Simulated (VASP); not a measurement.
# Mg in VASP: notebook, part 2 of 2

VASP 6.6.1. Earlier steps stand in the parts before.

### 5 Single point, PBE

This run uses another cell than the first one, of 283.18 Å³/atom, 3.081 times its volume.

File INCAR:

```
ALGO = Normal
DIPOL = 0.5 0.5 0.294
EDIFF = 1E-6
ENCUT = 520
GGA = PE
IDIPOL = 3
ISIF = 2
ISMEAR = 0
LASPH = True
LCHARG = True
LDIPOL = True
LELF = True
LREAL = False
LVACPOTAV = True
LVHAR = True
LWAVE = False
NBANDS = 9
NELM = 100
PREC = Accurate
SIGMA = 0.1
```

File KPOINTS:

```
k-points
0
Gamma
  12 12 1
```

File POSCAR:

```
Mg
1.0
    5.2419024459     -0.0000003886      0.0000000000
   -2.6209508864      4.5396208766      0.0000000000
    0.0000000000      0.0000000000     23.8000000000
Mg
2
Direct
    0.6666666667      0.3333333333      0.2941176471
    0.3333333333      0.6666666667      0.2941176471
```

Potentials or basis: VASP PAW PBE potentials, release 64 (Mg).

Command:

```sh
> cat potpaw_PBE.64/Mg/POTCAR > POTCAR
> mpirun -np 1 vasp_std > vasp.out
```

OUTCAR:

```text
EDIFF = 1E-6
   ENCUT = 520
   GGA = PE
   ISIF = 2
   ISMEAR = 0
   LASPH = True
   LREAL = False
   NELM = 100
   PREC = Accurate

 ion  position               nearest neighbor table
   1  0.667  0.333  0.294-   2 3.03   2 3.03   2 3.03
   2  0.333  0.667  0.294-   1 3.03   1 3.03   1 3.03

  LATTYP: Found a hexagonal cell.
 ALAT       =     5.2419024459
 C/A-ratio  =     4.5403363084

  Lattice vectors:

 A1 = (   5.2419024459,  -0.0000003886,   0.0000000000)
 A2 = (  -2.6209508864,   4.5396208766,   0.0000000000)
 A3 = (   0.0000000000,   0.0000000000,  23.8000000000)

Analysis of symmetry for initial positions (statically):
=====================================================================
 Subroutine PRICEL returns:
 Original cell was already a primitive cell.

 Routine SETGRP: Setting up the symmetry group for a
 hexagonal supercell.

 Subroutine GETGRP returns: Found 24 space group operations
 (whereof 12 operations were pure point group operations)
 out of a pool of 24 trial point group operations.

The static configuration has the point symmetry C_6v.
 The point group associated with its full space group is D_6h.

Analysis of symmetry for dynamics (positions and initial velocities):
=====================================================================
 Subroutine PRICEL returns:
 Original cell was already a primitive cell.

 Routine SETGRP: Setting up the symmetry group for a
 hexagonal supercell.

 Subroutine GETGRP returns: Found 24 space group operations
 (whereof 12 operations were pure point group operations)
 out of a pool of 24 trial point group operations.

The dynamic configuration has the point symmetry C_6v.
 The point group associated with its full space group is D_6h.

 Subroutine INISYM returns: Found 24 space group operations
 (whereof 12 operations are pure point group operations),
 and found     1 'primitive' translations

----------------------------------------------------------------------------------------

                                     Primitive cell

  volume of cell :     566.3507

  direct lattice vectors                    reciprocal lattice vectors
     5.241902446 -0.000000389  0.000000000     0.190770441  0.110141347  0.000000000
    -2.620950886  4.539620877  0.000000000     0.000000016  0.220282722  0.000000000
     0.000000000  0.000000000 23.800000000     0.000000000  0.000000000  0.042016807

  length of vectors
     5.241902446  5.241902446 23.800000000     0.220282722  0.220282722  0.042016807

  position of ions in fractional coordinates (direct lattice)
     0.666666667  0.333333333  0.294117647
     0.333333333  0.666666667  0.294117647

  ion indices of the primitive-cell ions
   primitive index   ion index
                 1           1
                 2           2

----------------------------------------------------------------------------------------

 KPOINTS: k-points

Automatic generation of k-mesh.
 Grid dimensions read from file:
[... 26 lines left out ...]
  0.333333  0.000000  0.000000      6.000000
  0.416667  0.000000  0.000000      6.000000
[... 11 lines left out ...]
  0.333333  0.250000  0.000000     12.000000
  0.333333  0.333333  0.000000      2.000000
   k-points           NKPTS =     19   k-points in BZ     NKDIM =     19   number of bands    NBANDS=      9
   number of dos      NEDOS =    301   number of ions     NIONS =      2
   total plane-waves  NPLWV = 288000
   dimension x,y,z NGX =    40 NGY =   40 NGZ =  180
   dimension x,y,z NGXF=    80 NGYF=   80 NGZF=  360
   ions per type =               2
   NGX,Y,Z   is equivalent  to a cutoff of  12.69, 12.69, 12.57 a.u.
   NGXF,Y,Z  is equivalent  to a cutoff of  25.37, 25.37, 25.15 a.u.
 SYSTEM =  unknown system
   PREC   = accura    normal or accurate (medium, high low for compatibility)
   ISTART =      0    job   : 0-new  1-cont  2-samecut
   ICHARG =      2    charge: 1-file 2-atom 10-const
   ISPIN  =      1    spin polarized calculation?
   LNONCOLLINEAR =      F non collinear calculations
   LSORBIT =      F    spin-orbit coupling
   LASPH  =      T    aspherical Exc in radial PAW
   ENCUT  =  520.0 eV  38.22 Ry    6.18 a.u.   9.75  9.75 44.25*2*pi/ulx,y,z
   NELM   =    100;   NELMIN=  2; NELMDL= -5     # of ELM steps
   EDIFF  = 0.1E-05   stopping-criterion for ELM
   LREAL  =      F    real-space projection
   EDIFFG = 0.1E-04   stopping-criterion for IOM
   NSW    =      0    number of steps for IOM
   IBRION =     -1    ionic relax: 0-MD 1-quasi-New 2-CG
   NFREE  =      0    steps in history (QN), initial steepest desc. (CG)
   ISIF   =      2    stress and relaxation
   ISYM   =      2    0-nonsym 1-usesym 2-fastsym
   POTIM  = 0.5000    time-step for ionic-motion
   TEBEG  =    0.0;   TEEND  =   0.0 temperature during run
   PSTRESS=    0.0 pullay stress
   NELECT =       4.0000    total number of electrons
   NUPDOWN=      -1.0000    fix difference up-down
   EMIN   =  10.00;   EMAX   =-10.00  energy-range for DOS
   EFERMI =   0.00;   METHOD = LEGACY
   ISMEAR =     0;   SIGMA  =   0.10  broadening in eV -4-tet -1-fermi 0-gaus
   EFERMI_NEDOS =   21; number of points for ismear=-14 and -15
   IALGO  =     38    algorithm
   IMIX   =      4    mixing-type and parameters
     AMIX     =   0.40;   BMIX     =  1.00
     AMIX_MAG =   1.60;   BMIX_MAG =  1.00
  volume/ion in A,a.u.               =     283.18      1910.96
  Fermi-wavevector in a.u.,A,eV,Ry     =   0.314099  0.593561  1.342325  0.098658
  Thomas-Fermi vector in A             =   1.195053
   LORBIT       =      0    0 simple, 1 ext, 2 COOP (PROOUT), +10 PAW based schemes
   GGA     = PE    functional components
   LHFCALC =     F    Hartree Fock is set to
   AEXX    =    0.0000 exact exchange contribution
   IVDW    =     0    specifies the selected vdW correction
   LEPSILON=     F    determine dielectric tensor
   LRPA    =     F    only Hartree local field effects (RPA)
 non-spin polarized calculation
 Gauss-broadening in eV      SIGMA  =   0.10
  energy-cutoff  :      520.00
  volume of cell :      566.35
 maximum number of plane-waves:     15286
 NGX is ok and might be reduce to    40
   NGX = 19   NGY = 19   NGZ = 89

 dipolmoment           0.000000      0.000000     -0.000001 electrons x Angstroem

 number of electron       4.0000000 magnetization

 dipolmoment           0.000000      0.000000      0.000002 electrons x Angstroem

 Free energy of the ion-electron system (eV)
  ---------------------------------------------------
  ext. energy  EPLUGINS =         0.00000000
  ---------------------------------------------------
  free energy    TOTEN  =        -0.93361847 eV

  energy without entropy =       -0.92132101  energy(sigma->0) =       -0.92746974

 E-fermi :  -2.4817     XC(G=0):  -1.4655

 val. band max:       -2.5071052480   @ k =   0.0833   0.0000   0.0000
 cond. band min:      -2.4497927816   @ k =   0.4167   0.1667   0.0000
 fundamental gap:      0.0573124664
 Fermi energy:        -2.4817382765

 k-point     1 :       0.0000    0.0000    0.0000
  band No.  band energies     occupation
      1      -6.6162      2.00000
      2      -2.5533      1.68849
      3      -0.7248      0.00000
      4      -0.7248      0.00000
      5      -0.0341      0.00000
      6       0.5531      0.00000
      7       0.5917      0.00000
      8       0.6704      0.00000
      9       1.2157      0.00000
[... 205 lines left out ...]
 k-point    19 :       0.3333    0.3333    0.0000
  band No.  band energies     occupation
      1      -4.6997      2.00000
      2      -4.6997      2.00000
      3      -2.9651      2.00000
      4      -0.6516      0.00000
      5      -0.6516      0.00000
      6       0.9945      0.00000
      7       2.2318      0.00000
      8       2.2318      0.00000
      9       2.3783      0.00000

------------------------ aborting loop because EDIFF is reached ----------------------------------------

  FORCE on cell =-STRESS in cart. coord.  units (eV):
  Direction    XX          YY          ZZ          XY          YZ          ZX
  --------------------------------------------------------------------------------------
  -------------------------------------------------------------------------------------
  Total        0.0202573      0.0202573     -0.0003690      0.0000000      0.0000000      0.0000000
  in kB        0.0573069      0.0573069     -0.0010439      0.0000000      0.0000000      0.0000000
  external PRESSURE =       0.0378567 kB  Pullay stress =       0.0000000 kB

 VOLUME and BASIS-vectors are now :
 -----------------------------------------------------------------------------
  energy-cutoff  :      520.00
  volume of cell :      566.35
      direct lattice vectors                 reciprocal lattice vectors
     5.241902446 -0.000000389  0.000000000     0.190770441  0.110141347  0.000000000
    -2.620950886  4.539620877  0.000000000     0.000000016  0.220282722  0.000000000
     0.000000000  0.000000000 23.800000000     0.000000000  0.000000000  0.042016807

 POSITION                                       TOTAL-FORCE (eV/Angst)
 -----------------------------------------------------------------------------------
      2.62095      1.51321      7.00000         0.000000      0.000000     -0.000000
      0.00000      3.02641      7.00000        -0.000000     -0.000000      0.000000
 -----------------------------------------------------------------------------------
    total drift:                               -0.000000     -0.000000      0.000003

  FREE ENERGIE OF THE ION-ELECTRON SYSTEM (eV)
  ---------------------------------------------------
  free  energy   TOTEN  =        -0.9336184694 eV

  energy  without entropy=       -0.9213210106  energy(sigma->0) =       -0.92746974

 vacuum level on the upper side and lower side of the slab         0.529         0.529
```

stdout:

```text
POSCAR found type information on POSCAR Mg
 POSCAR found :  1 types and       2 ions
 scaLAPACK will be used
 LDA part: xc-table for (Slater+PW92), standard interpolation
 POSCAR, INCAR and KPOINTS ok, starting setup
 FFT: planning ... GRIDC
 FFT: planning ... GRID_SOFT
 FFT: planning ... GRID
 WAVECAR not read
 entering main loop
 -----------------------------------------------------------------------------
|                                                                             |
|           W    W    AA    RRRRR   N    N  II  N    N   GGGG   !!!           |
|           W    W   A  A   R    R  NN   N  II  NN   N  G    G  !!!           |
|           W    W  A    A  R    R  N N  N  II  N N  N  G       !!!           |
|           W WW W  AAAAAA  RRRRR   N  N N  II  N  N N  G  GGG   !            |
|           WW  WW  A    A  R   R   N   NN  II  N   NN  G    G                |
|           W    W  A    A  R    R  N    N  II  N    N   GGGG   !!!           |
|                                                                             |
|     Did not find any points to average over, which means that no vacuum     |
|     field-free region was found. Please increase the size of  your cell     |
|     in the dimension of the dipole correction to obtain accurate            |
|     workfunction values.                                                    |
|                                                                             |
 -----------------------------------------------------------------------------
```

It took 2.8 min on 1 thread of Intel Xeon Platinum 8259CL at 2.50GHz (Skylake/Cascade Lake), shared host; peak memory 0.62 GiB.

Results:

| Item | Value |
| --- | --- |
| Free energy | -0.9336 eV |
| Band gap on the k mesh | zero (band 2 reaches -2.37 eV, above the bottom of band 3 at -2.97 eV) |

Levels at points of the mesh, in eV from the Fermi level:
```
           k point  band 1  band 2  band 3  band 4  band 5  band 6
(0.00, 0.00, 0.00)   -4.13   -0.07    1.76    1.76    2.45    3.03
(0.50, 0.00, 0.00)   -2.81   -1.92    0.84    1.26    2.06    2.34
```

### 6 Single point, PBE

This run uses another cell than the first one, of 282.98 Å³/atom, 3.079 times its volume.

File INCAR:

```
SYSTEM = Mg
PREC     = Accurate       ! precision mode
ENCUT    = 520            ! plane-wave cutoff, eV
EDIFF    = 1E-6           ! SCF threshold, eV
ISMEAR   = 0              ! smearing method
SIGMA    = 0.1            ! smearing width, eV
LREAL    = .False.        ! projectors in reciprocal space
LASPH    = .True.         ! aspherical terms in the spheres
NELM     = 100            ! most SCF steps
ALGO     = Normal         ! electronic algorithm
ISIF     = 2              ! what is computed and relaxed
LWAVE    = .False.        ! write WAVECAR
LCHARG   = .True.         ! write CHGCAR
LDIPOL   = .True.       
IDIPOL   = 3            
DIPOL    = 0.5 0.5 0.294
GGA      = PE             ! functional
LELF     = .True.         ! ELF
LVHAR    = .True.       
LVACPOTAV= .True.       
NBANDS   = 9              ! bands
```

File KPOINTS:

```
regular mesh
0
Gamma
  12 12 1
  0 0 0
```

File POSCAR:

```
Mg
1.0
    5.2401264109     -0.0000003885      0.0000000000
   -2.6200628690      4.5380827851      0.0000000000
    0.0000000000      0.0000000000     23.8000000000
Mg
2
Direct
    0.6666666667      0.3333333333      0.2941176471
    0.3333333333      0.6666666667      0.2941176471
```

Potentials or basis: VASP PAW PBE potentials, release 64 (Mg).

Command:

```sh
> cat potpaw_PBE.64/Mg/POTCAR > POTCAR
> mpirun -np 1 vasp_std > vasp.out
```

Run time: 5.8 min. Hardware: 1 thread of Intel Xeon Platinum 8259CL at 2.50GHz (Skylake/Cascade Lake), shared host; peak memory 0.61 GiB.

The run converged. Its results:

```
Free energy            : -0.9336 eV
Band gap on the k mesh : zero (band 2 reaches -2.37 eV, above the bottom of band 3 at -2.97 eV)
```

Levels at points of the mesh, in eV from the Fermi level:
```tsv
k point	band 1	band 2	band 3	band 4	band 5	band 6	band 7
(0.00, 0.00, 0.00)	-4.14	-0.07	1.76	1.76	2.45	3.04	3.08
(0.50, 0.00, 0.00)	-2.81	-1.92	0.84	1.26	2.06	2.34	4.15
```

### 7 Summary

| cell | k mesh | gap on the mesh (eV) |
| --- | --- | --- |
| a = 3.894, b = 3.894, c = 14.000 Å, angles 90.0, 90.0, 120.0°, 2 atoms | 6 × 6 × 1 | none |
| a = 5.240, b = 5.240, c = 23.800 Å, angles 90.0, 90.0, 120.0°, 2 atoms | 6 × 6 × 1 | none |
| a = 5.242, b = 5.242, c = 23.800 Å, angles 90.0, 90.0, 120.0°, 2 atoms | 12 × 12 × 1 | none |
| a = 5.240, b = 5.240, c = 23.800 Å, angles 90.0, 90.0, 120.0°, 2 atoms | 12 × 12 × 1 | none |

Alike in all rows: task single point; level PBE; potentials or basis VASP PAW PBE potentials, release 64 (Mg); no spin polarisation; cutoff (eV) 520; smearing gaussian 0.1 eV.

Total energies depend on the potentials used, so only differences within one code and one set of settings carry meaning.
